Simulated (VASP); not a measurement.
Write the native input for VASP 6.6.1 that does the following.

- Task: single point
- Functional: HSE06
- Potentials or basis: VASP PAW PBE potentials, release 64 (Ga_d, As_d)
- Cutoff: 400 eV
- k mesh: 6 × 6 × 6
- Occupations: fermi-dirac, width 0.02 eV
- Spin: no spin polarisation
- Dipole correction: no
- Grid for exact exchange (PRECFOCK): Normal
- Further INCAR settings: ALGO = Normal; EDIFF = 1e-06; NBANDS = 21
- Share of exact exchange: 0.25
- Screening parameter: 0.2079 1/Å

GaAs:

```
Ga As
1.0
     0.00000    2.91808    2.91808
     2.91808    0.00000    2.91808
     2.91808    2.91808    0.00000
Ga As
1 1
Direct
  0.00000 0.00000 0.00000
  0.25000 0.25000 0.25000
```

This cell differs from its parent crystal: strain +3.0%.

These files were run (other wordings do the same):

POSCAR

```
GaAs
1.0
    0.0000000000      2.9180776483      2.9180776483
    2.9180776483      0.0000000000      2.9180776483
    2.9180776483      2.9180776483      0.0000000000
Ga As
1 1
Direct
    0.0000000000      0.0000000000      0.0000000000
    0.2500000000      0.2500000000      0.2500000000
```

INCAR.step1

```
SYSTEM = GaAs
PREC = Accurate ; ENCUT = 400
EDIFF = 1E-5 ; ISMEAR = -1
SIGMA = 0.02 ; LREAL = .FALSE.
LASPH = .TRUE. ; NELM = 120
ALGO = Normal ; ISIF = 2
LWAVE = .TRUE. ; LCHARG = .FALSE.
NBANDS = 21 ; GGA = PE
GGA_COMPAT = .FALSE.
```

INCAR.step2

```
SYSTEM = GaAs
PREC = Accurate ; ENCUT = 400
EDIFF = 1E-6 ; ISMEAR = -1
SIGMA = 0.02 ; LREAL = .FALSE.
LASPH = .TRUE. ; NELM = 120
ALGO = Normal ; ISIF = 2
LWAVE = .FALSE. ; LCHARG = .FALSE.
GGA = PE ; LHFCALC = .TRUE.
HFSCREEN = 0.2079 ; PRECFOCK = Normal
NBANDS = 21 ; ISTART = 1
GGA_COMPAT = .FALSE.
```

KPOINTS

```
Automatic mesh
0
G
  6 6 6
  0 0 0
```

Potentials or basis: VASP PAW PBE potentials, release 64 (Ga_d, As_d).

The run is started by

```sh
$ cat potpaw_PBE.64/Ga_d/POTCAR potpaw_PBE.64/As_d/POTCAR > POTCAR
$ cp INCAR.step1 INCAR
$ mpirun -np 1 vasp_std > vasp.out
$ cp INCAR.step2 INCAR
$ mpirun -np 1 vasp_std > vasp.out
```

It gave:

The pressure is -5.0 GPa. The band gap on the k mesh is 0.62 eV.

Caveat: the cell differs from its parent crystal (strain +3.0%); the cell stands under tension; the PAW data sets were made with another functional, which shifts forces and pressure a little.

It took 66 min on 1 thread of Intel(R) Xeon(R) Platinum 8488C (Sapphire Rapids), with other jobs on the host, peak memory 0.28 GiB.
